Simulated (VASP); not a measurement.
# Sr3Ag (Pm-3m) in VASP: a series of runs

Runs on Sr3Ag. Level: PBE. Tasks: single point.

Program: VASP 6.6.1. These are calculated values, not measurements. Logs are shortened: lines on timing, memory, paths and dates and some standing lists are left out, and cuts for length are marked.

**1. The cell of the first run**

It takes space group Pm-3m (No. 221, cubic). The conventional cell has a = 5.491 Å, b = 5.491 Å, c = 5.491 Å, α = 90.00°, β = 90.00°, γ = 90.00°. Sr (site symmetry 4/mmm) has 8 Sr at 3.88 Å and 4 Ag at 3.88 Å within 5.1 Å. Ag (site symmetry m-3m) has 12 Sr at 3.88 Å within 5.1 Å.

**2. Single point, PBE**

Contents of INCAR:

```
SYSTEM = Sr3Ag
PREC = Accurate ; ENCUT = 520
EDIFF = 1E-7 ; ISMEAR = 1
SIGMA = 0.1 ; LREAL = .False.
LASPH = .True. ; NELM = 60
ALGO = Normal ; ISIF = 2
LWAVE = .False. ; LCHARG = .True.
GGA = PE ; LELF = .True.
LVHAR = .True. ; NBANDS = 28
```

Contents of KPOINTS:

```
Automatic mesh
0
Gamma
  5 5 5
  0 0 0
```

Contents of POSCAR:

```
Sr3Ag
1.0
    5.4908750000      0.0000000000      0.0000000000
    0.0000000000      5.4908750000      0.0000000000
    0.0000000000      0.0000000000      5.4908750000
Sr Ag
3 1
Direct
    0.0000000000      0.5000000000      0.5000000000
    0.5000000000      0.0000000000      0.5000000000
    0.5000000000      0.5000000000      0.0000000000
    0.0000000000      0.0000000000      0.0000000000
```

Potentials or basis: VASP PAW PBE potentials, release 64 (Sr_sv, Ag).

Run with:

```sh
$ cat potpaw_PBE.64/Sr_sv/POTCAR potpaw_PBE.64/Ag/POTCAR > POTCAR
$ mpirun -np 1 vasp_std > vasp.out
```

OUTCAR:

```text
SYSTEM = Sr3Ag
   PREC = Accurate
   ENCUT = 520
   EDIFF = 1E-7
   ISMEAR = 1
   LREAL = .False.
   LASPH = .True.
   NELM = 60
   ISIF = 2
   GGA = PE

 ion  position               nearest neighbor table
   1  0.000  0.500  0.500-   2 3.88   3 3.88   4 3.88   3 3.88   4 3.88   2 3.88   4 3.88   4 3.88
                             2 3.88   3 3.88   3 3.88   2 3.88
   2  0.500  0.000  0.500-   1 3.88   3 3.88   4 3.88   3 3.88   4 3.88   1 3.88   3 3.88   3 3.88
                             1 3.88   4 3.88   4 3.88   1 3.88
   3  0.500  0.500  0.000-   1 3.88   2 3.88   4 3.88   1 3.88   2 3.88   2 3.88   4 3.88   2 3.88
                             1 3.88   4 3.88   1 3.88   4 3.88
   4  0.000  0.000  0.000-   1 3.88   2 3.88   3 3.88   1 3.88   2 3.88   1 3.88   3 3.88   1 3.88
                             2 3.88   3 3.88   2 3.88   3 3.88

  LATTYP: Found a simple cubic cell.
 ALAT       =     5.4908750000

  Lattice vectors:

 A1 = (   5.4908750000,   0.0000000000,   0.0000000000)
 A2 = (   0.0000000000,   5.4908750000,   0.0000000000)
 A3 = (   0.0000000000,   0.0000000000,   5.4908750000)

Analysis of symmetry for initial positions (statically):
=====================================================================
 Subroutine PRICEL returns:
 Original cell was already a primitive cell.

 Routine SETGRP: Setting up the symmetry group for a
 simple cubic supercell.

 Subroutine GETGRP returns: Found 48 space group operations
 (whereof 48 operations were pure point group operations)
 out of a pool of 48 trial point group operations.

The static configuration has the point symmetry O_h .

Analysis of symmetry for dynamics (positions and initial velocities):
=====================================================================
 Subroutine PRICEL returns:
 Original cell was already a primitive cell.

 Routine SETGRP: Setting up the symmetry group for a
 simple cubic supercell.

 Subroutine GETGRP returns: Found 48 space group operations
 (whereof 48 operations were pure point group operations)
 out of a pool of 48 trial point group operations.

The dynamic configuration has the point symmetry O_h .

 Subroutine INISYM returns: Found 48 space group operations
 (whereof 48 operations are pure point group operations),
 and found     1 'primitive' translations

----------------------------------------------------------------------------------------

                                     Primitive cell

  volume of cell :     165.5483

  direct lattice vectors                    reciprocal lattice vectors
     5.490875000  0.000000000  0.000000000     0.182120336  0.000000000  0.000000000
     0.000000000  5.490875000  0.000000000     0.000000000  0.182120336  0.000000000
     0.000000000  0.000000000  5.490875000     0.000000000  0.000000000  0.182120336

  length of vectors
     5.490875000  5.490875000  5.490875000     0.182120336  0.182120336  0.182120336

  position of ions in fractional coordinates (direct lattice)
     0.000000000  0.500000000  0.500000000
     0.500000000  0.000000000  0.500000000
     0.500000000  0.500000000  0.000000000
     0.000000000  0.000000000  0.000000000

  ion indices of the primitive-cell ions
   primitive index   ion index
                 1           1
                 2           2
                 3           3
                 4           4

----------------------------------------------------------------------------------------

 KPOINTS: Automatic mesh

Automatic generation of k-mesh.
 Grid dimensions read from file:
 generate k-points for:    5    5    5

 Generating k-lattice:

  Cartesian coordinates                     Fractional coordinates (reciprocal lattice)
     0.036424067  0.000000000  0.000000000     0.200000000  0.000000000  0.000000000
     0.000000000  0.036424067  0.000000000     0.000000000  0.200000000  0.000000000
     0.000000000  0.000000000  0.036424067     0.000000000  0.000000000  0.200000000

  Length of vectors
     0.036424067  0.036424067  0.036424067

  Shift w.r.t. Gamma in fractional coordinates (k-lattice)
     0.000000000  0.000000000  0.000000000

 Subroutine IBZKPT returns following result:
 ===========================================

 Found     10 irreducible k-points:

 Following reciprocal coordinates:
            Coordinates               Weight
  0.000000  0.000000  0.000000      1.000000
  0.200000  0.000000  0.000000      6.000000
  0.400000  0.000000  0.000000      6.000000
  0.200000  0.200000  0.000000     12.000000
  0.400000  0.200000  0.000000     24.000000
  0.400000  0.400000  0.000000     12.000000
  0.200000  0.200000  0.200000      8.000000
  0.400000  0.200000  0.200000     24.000000
  0.400000  0.400000  0.200000     24.000000
  0.400000  0.400000  0.400000      8.000000
   k-points           NKPTS =     10   k-points in BZ     NKDIM =     10   number of bands    NBANDS=     28
   number of dos      NEDOS =    301   number of ions     NIONS =      4
   total plane-waves  NPLWV =  74088
   dimension x,y,z NGX =    42 NGY =   42 NGZ =   42
   dimension x,y,z NGXF=    84 NGYF=   84 NGZF=   84
   ions per type =               3   1
   NGX,Y,Z   is equivalent  to a cutoff of  12.72, 12.72, 12.72 a.u.
   NGXF,Y,Z  is equivalent  to a cutoff of  25.43, 25.43, 25.43 a.u.
 SYSTEM =  Sr3Ag
   PREC   = accura    normal or accurate (medium, high low for compatibility)
   ISTART =      0    job   : 0-new  1-cont  2-samecut
   ICHARG =      2    charge: 1-file 2-atom 10-const
   ISPIN  =      1    spin polarized calculation?
   LNONCOLLINEAR =      F non collinear calculations
   LSORBIT =      F    spin-orbit coupling
   LASPH  =      T    aspherical Exc in radial PAW
   ENCUT  =  520.0 eV  38.22 Ry    6.18 a.u.  10.21 10.21 10.21*2*pi/ulx,y,z
   NELM   =     60;   NELMIN=  2; NELMDL= -5     # of ELM steps
   EDIFF  = 0.1E-06   stopping-criterion for ELM
   LREAL  =      F    real-space projection
   EDIFFG = 0.1E-05   stopping-criterion for IOM
   NSW    =      0    number of steps for IOM
   IBRION =     -1    ionic relax: 0-MD 1-quasi-New 2-CG
   NFREE  =      0    steps in history (QN), initial steepest desc. (CG)
   ISIF   =      2    stress and relaxation
   ISYM   =      2    0-nonsym 1-usesym 2-fastsym
   POTIM  = 0.5000    time-step for ionic-motion
   TEBEG  =    0.0;   TEEND  =   0.0 temperature during run
   PSTRESS=    0.0 pullay stress
   NELECT =      41.0000    total number of electrons
   NUPDOWN=      -1.0000    fix difference up-down
   EMIN   =  10.00;   EMAX   =-10.00  energy-range for DOS
   EFERMI =   0.00;   METHOD = LEGACY
   ISMEAR =     1;   SIGMA  =   0.10  broadening in eV -4-tet -1-fermi 0-gaus
   EFERMI_NEDOS =   21; number of points for ismear=-14 and -15
   IALGO  =     38    algorithm
   IMIX   =      4    mixing-type and parameters
     AMIX     =   0.40;   BMIX     =  1.00
     AMIX_MAG =   1.60;   BMIX_MAG =  1.00
  volume/ion in A,a.u.               =      41.39       279.29
  Fermi-wavevector in a.u.,A,eV,Ry     =   1.028082  1.942794 14.380722  1.056953
  Thomas-Fermi vector in A             =   2.162060
   LORBIT       =      0    0 simple, 1 ext, 2 COOP (PROOUT), +10 PAW based schemes
   GGA     = PE    functional components
   LHFCALC =     F    Hartree Fock is set to
   AEXX    =    0.0000 exact exchange contribution
   IVDW    =     0    specifies the selected vdW correction
   LEPSILON=     F    determine dielectric tensor
   LRPA    =     F    only Hartree local field effects (RPA)
 non-spin polarized calculation
 Methfessel and Paxton  Order N= 1 SIGMA  =   0.10
  energy-cutoff  :      520.00
  volume of cell :      165.55
 maximum number of plane-waves:      4476
 NGX is ok and might be reduce to    42
   NGX = 21   NGY = 21   NGZ = 21

 number of electron      41.0000011 magnetization

 Free energy of the ion-electron system (eV)
  ---------------------------------------------------
  ext. energy  EPLUGINS =         0.00000000
  ---------------------------------------------------
  free energy    TOTEN  =        -7.52963753 eV

  energy without entropy =       -7.52358396  energy(sigma->0) =       -7.52761967

 E-fermi :   2.5206     XC(G=0):  -8.1660

 val. band max:        2.3243662641   @ k =   0.2000   0.2000   0.2000
 cond. band min:       2.5505203877   @ k =   0.4000   0.2000   0.0000
 fundamental gap:      0.2261541236
 Fermi energy:         2.5205583865

 k-point     1 :       0.0000    0.0000    0.0000
  band No.  band energies     occupation
      1     -33.9367      2.00000
      2     -33.8877      2.00000
      3     -33.8877      2.00000
      4     -16.0887      2.00000
      5     -16.0887      2.00000
      6     -16.0887      2.00000
[... 20 lines left out ...]
     27       4.0022     -0.00000
     28       6.3334      0.00000

 k-point     2 :       0.2000    0.0000    0.0000
  band No.  band energies     occupation
      1     -33.9326      2.00000
      2     -33.8918      2.00000
      3     -33.8876      2.00000
      4     -16.0714      2.00000
      5     -16.0714      2.00000
      6     -16.0614      2.00000
[... 20 lines left out ...]
     27       4.3223     -0.00000
     28       6.0569      0.00000

 k-point     3 :       0.4000    0.0000    0.0000
  band No.  band energies     occupation
      1     -33.9230      2.00000
      2     -33.9013      2.00000
      3     -33.8876      2.00000
      4     -16.0356      2.00000
      5     -16.0356      2.00000
      6     -15.9871      2.00000
[... 20 lines left out ...]
     27       4.7690      0.00000
     28       5.0052      0.00000

 k-point     4 :       0.2000    0.2000    0.0000
  band No.  band energies     occupation
      1     -33.9288      2.00000
      2     -33.8933      2.00000
      3     -33.8898      2.00000
      4     -16.0828      2.00000
      5     -16.0534      2.00000
      6     -16.0157      2.00000
[... 20 lines left out ...]
     27       4.3103     -0.00000
     28       5.7617      0.00000

 k-point     5 :       0.4000    0.2000    0.0000
  band No.  band energies     occupation
      1     -33.9198      2.00000
      2     -33.9013      2.00000
      3     -33.8906      2.00000
      4     -16.0576      2.00000
      5     -16.0151      2.00000
      6     -15.9869      2.00000
[... 20 lines left out ...]
     27       4.8178      0.00000
     28       5.1737      0.00000

 k-point     6 :       0.4000    0.4000    0.0000
  band No.  band energies     occupation
      1     -33.9119      2.00000
      2     -33.9023      2.00000
      3     -33.8975      2.00000
      4     -16.0687      2.00000
      5     -16.0385      2.00000
      6     -15.9654      2.00000
[... 20 lines left out ...]
     27       4.7622      0.00000
     28       5.1301      0.00000

 k-point     7 :       0.2000    0.2000    0.2000
  band No.  band energies     occupation
      1     -33.9254      2.00000
      2     -33.8932      2.00000
      3     -33.8932      2.00000
      4     -16.1058      2.00000
      5     -16.0081      2.00000
      6     -16.0081      2.00000
[... 20 lines left out ...]
     27       4.3088     -0.00000
     28       5.9041      0.00000

 k-point     8 :       0.4000    0.2000    0.2000
  band No.  band energies     occupation
      1     -33.9171      2.00000
      2     -33.9014      2.00000
      3     -33.8932      2.00000
      4     -16.0997      2.00000
      5     -15.9998      2.00000
      6     -15.9927      2.00000
[... 20 lines left out ...]
     27       4.4231     -0.00000
     28       5.4979      0.00000

 k-point     9 :       0.4000    0.4000    0.2000
  band No.  band energies     occupation
      1     -33.9105      2.00000
      2     -33.9023      2.00000
      3     -33.8988      2.00000
      4     -16.1262      2.00000
      5     -16.0435      2.00000
      6     -15.9948      2.00000
[... 20 lines left out ...]
     27       4.6523      0.00000
     28       5.5533      0.00000

 k-point    10 :       0.4000    0.4000    0.4000
  band No.  band energies     occupation
      1     -33.9069      2.00000
      2     -33.9022      2.00000
      3     -33.9022      2.00000
      4     -16.1821      2.00000
      5     -16.0448      2.00000
      6     -16.0422      2.00000
[... 20 lines left out ...]
     27       4.8365      0.00000
     28       5.1459      0.00000

------------------------ aborting loop because EDIFF is reached ----------------------------------------

  FORCE on cell =-STRESS in cart. coord.  units (eV):
  Direction    XX          YY          ZZ          XY          YZ          ZX
  --------------------------------------------------------------------------------------
  -------------------------------------------------------------------------------------
  Total        0.0471991      0.0471991      0.0471991      0.0000000      0.0000000      0.0000000
  in kB        0.4567934      0.4567934      0.4567934      0.0000000      0.0000000      0.0000000
  external PRESSURE =       0.4567934 kB  Pullay stress =       0.0000000 kB

 VOLUME and BASIS-vectors are now :
 -----------------------------------------------------------------------------
  energy-cutoff  :      520.00
  volume of cell :      165.55
      direct lattice vectors                 reciprocal lattice vectors
     5.490875000  0.000000000  0.000000000     0.182120336  0.000000000  0.000000000
     0.000000000  5.490875000  0.000000000     0.000000000  0.182120336  0.000000000
     0.000000000  0.000000000  5.490875000     0.000000000  0.000000000  0.182120336

 POSITION                                       TOTAL-FORCE (eV/Angst)
 -----------------------------------------------------------------------------------
      0.00000      2.74544      2.74544         0.000000      0.000000      0.000000
      2.74544      0.00000      2.74544         0.000000      0.000000      0.000000
      2.74544      2.74544      0.00000         0.000000      0.000000      0.000000
      0.00000      0.00000      0.00000         0.000000      0.000000      0.000000
 -----------------------------------------------------------------------------------
    total drift:                                0.000000     -0.000000     -0.000000

  FREE ENERGIE OF THE ION-ELECTRON SYSTEM (eV)
  ---------------------------------------------------
  free  energy   TOTEN  =        -7.5296375260 eV

  energy  without entropy=       -7.5235839568  energy(sigma->0) =       -7.52761967
```

It took 53 s on 1 thread of Intel Xeon 6975P-C, shared host; peak memory 0.27 GiB.

What came out:

- Free energy: -7.5296 eV
- Pressure: 0.0 GPa

Levels at points of the mesh, in eV from the Fermi level:
```csv
k point,band 17,band 18,band 19,band 20,band 21,band 22,band 23,band 24
"(0.00, 0.00, 0.00)",-4.09,-4.09,-1.44,0.38,0.38,0.82,0.82,0.82
```

**3. Single point, PBE**

Contents of INCAR:

```
ALGO = Normal
EDIFF = 1E-7
ENCUT = 520
GGA = PE
ISIF = 2
ISMEAR = 1
LASPH = T
LCHARG = F
LREAL = F
LWAVE = F
NBANDS = 28
NELM = 100
PREC = Accurate
SIGMA = 0.1
```

Contents of KPOINTS:

```
k-points
0
Gamma
  5 5 5
```

POSCAR is that of step 2.

Potentials or basis: VASP PAW PBE potentials, release 64 (Sr_sv, Ag).

Run with:

```sh
$ cat potpaw_PBE.64/Sr_sv/POTCAR potpaw_PBE.64/Ag/POTCAR > POTCAR
$ mpirun -np 1 vasp_std > vasp.out
```

It took 51 s on 1 thread of Intel Xeon 6975P-C, shared host; peak memory 0.27 GiB.

It converged, with:

```yaml
Free_energy: -7.5296 eV
Pressure: 0.0 GPa
```

Levels at points of the mesh, in eV from the Fermi level:
```tsv
k point	band 17	band 18	band 19	band 20	band 21	band 22	band 23	band 24
(0.00, 0.00, 0.00)	-4.09	-4.09	-1.44	0.38	0.38	0.82	0.82	0.82
```
